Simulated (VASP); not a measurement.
Input of a VASP 6.6.1 run:

Contents of INCAR:

```
SYSTEM = ZrHg
ALGO = Fast
EDIFF = 1E-8
ENCUT = 520
IBRION = 8
ISIF = 2
ISMEAR = -1
LASPH = .True.
LCHARG = .True.
LREAL = .False.
LWAVE = .False.
NBANDS = 19
NELM = 60
NSW = 1
PREC = Accurate
SIGMA = 0.15
```

KPOINTS

```
k-points
0
Gamma
  14 14 10
  0 0 0
```

File POSCAR:

```
ZrHg
1.0
    3.0847426118      0.0000000000      0.0000000000
    0.0000000000      3.0847426118      0.0000000000
    0.0000000000      0.0000000000      4.1967569374
Zr Hg
1 1
Direct
    0.5000000000      0.5000000000      0.5000000000
    0.0000000000      0.0000000000      0.0000000000
```

Potentials or basis: VASP PAW LDA potentials, release 64 (Zr_sv, Hg).

Launch:

```bash
$ cat potpaw_LDA.64/Zr_sv/POTCAR potpaw_LDA.64/Hg/POTCAR > POTCAR
$ mpirun -np 1 vasp_std > vasp.out
```

(1) What does it give for the highest phonon frequency at Γ, LO-TO splitting left out?

Answers

(1) 164 cm⁻¹.
